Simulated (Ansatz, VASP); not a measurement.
## Two plane-wave programs on BP

```
B P
1.0
     3.07991    0.00000    0.00000
    -1.53995    2.66728    0.00000
     0.00000    0.00000    5.01457
B P
2 2
Direct
  0.00000 0.00000 0.00000
  0.00000 0.00000 0.50000
  0.33333 0.66667 0.25000
  0.66667 0.33333 0.75000
```

Alike in both runs: task single point; functional PBE; k mesh 6 × 6 × 4; occupations fermi-dirac, width 0.02 eV; no spin polarisation.

|  | VASP | Ansatz |
| --- | --- | --- |
| version | VASP 6.6.1 | Ansatz 0.2.0 |
| potentials or method | VASP PAW PBE potentials, release 64 (B, P) | plane waves |
| plane-wave cutoff (eV) | 500 | 420 |
| valence electrons in the cell | 16 | 16 |

```tsv
	VASP	Ansatz	Ansatz less VASP
pressure (GPa)	0.3	0.6	+0.23
traceless stress, the component that is largest in VASP (GPa)	0.08	0.11	+0.033
```

The k mesh is coarse, so the values compare programs but aren't converged.
